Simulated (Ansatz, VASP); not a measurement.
**Two plane-wave programs on Au**

Contents of INCAR:

```
SYSTEM = Au
PREC = Accurate ; ENCUT = 520
EDIFF = 1E-6 ; ISMEAR = 0
SIGMA = 0.15 ; LREAL = .False.
LASPH = .True. ; NELM = 80
ALGO = Fast ; ISIF = 2
LWAVE = .False. ; LCHARG = .False.
GGA = PS ; NBANDS = 12
```

The input KPOINTS:

```
Automatic mesh
0
Gamma
  26 26 26
  0 0 0
```

File POSCAR:

```
Au
1.0
   -1.6616002293      1.6616002293      1.6210733944
    1.6616002293     -1.6616002293      1.6210733944
    1.6616002293      1.6616002293     -1.6210733944
Au
1
Direct
    0.0000000000      0.0000000000      0.0000000000
```

Input for Ansatz:

```yaml
crystal:
  lattice:
    - [-1.6616002293, 1.6616002293, 1.6210733944]
    - [1.6616002293, -1.6616002293, 1.6210733944]
    - [1.6616002293, 1.6616002293, -1.6210733944]
  atoms:
    - { symbol: Au, position: [0.0, 0.0, 0.0] }
basis:
  ecutwfc: 420
kpoints:
  mp_grid: { grid: [26, 26, 26] }
hamiltonian:
  xc: pbesol
scf:
  occupations: { method: gaussian, width: 0.15 }
output:
  forces: true
  stress: true
  eigenvalues: true
```

Change from the starting cell: strain +0.025 along x and y, +0.000 along z, atoms carried along.

Alike in both runs: task single point; functional PBEsol; k mesh 26 × 26 × 26; occupations gaussian, width 0.15 eV; no spin polarisation.

|  | VASP | Ansatz |
| --- | --- | --- |
| version | VASP 6.6.1 | Ansatz 0.2.0 |
| potentials or method | VASP PAW PBE potentials, release 64 (Au), cutoff 520 eV | scalar-relativistic, plane waves, PAW |
| valence electrons in the cell | 11 | 19 |

|  | VASP | Ansatz | Ansatz less VASP |
| --- | --- | --- | --- |
| gap on the k mesh at the Fermi level (eV) | none | none | - |
| pressure (GPa) | -7.4 | -7.3 | +0.17 |
| traceless stress, the component that is largest in VASP (GPa) | -0.14 | -0.13 | +0.003 |

VASP's potentials were made for PBE, not for PBEsol. A gap of «none» marks a metal or a gap that the smearing closes. VASP's potentials hold 11 valence electrons a cell and Ansatz's 19, so a difference there can come from the potentials and not from the codes.

Spin-orbit coupling is off throughout.
